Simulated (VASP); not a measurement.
F2, 2 atoms in the cell. The cell holds a molecule in a box, 2 atoms: a = 10.000 Å, b = 10.500 Å, c = 11.000 Å, α = 90.00°, β = 90.00°, γ = 90.00°. 

| Property | Result |
| --- | --- |
| Program | VASP 6.6.1 |
| Task | single point |
| Functional | PBEsol |
| Potentials or basis | VASP PAW PBE potentials, release 64 (F_h) |
| Cutoff | 1010 eV |
| k mesh | 1 × 1 × 1 |
| Occupations | gaussian, width 0.01 eV |
| Spin | no spin polarisation |
| Dipole correction | no |
| Further INCAR settings | ALGO = Normal; EDIFF = 1e-06; NBANDS = 14; NELMDL = -8 |

Potentials or basis: VASP PAW PBE potentials, release 64 (F_h).

Launch:

```console
$ cat potpaw_PBE.64/F_h/POTCAR > POTCAR
$ mpirun -np 1 vasp_gam > vasp.out
```

Hardware: 1 thread of AMD EPYC 7R13 Processor (Zen 3), on a shared host.

Task: Estimate the wall time of this run.

Result: It took 3 min on 1 thread of AMD EPYC 7R13 Processor (Zen 3) (shared host), peak memory 1.8 GiB. Counts: scf iterations 23, k points 1.
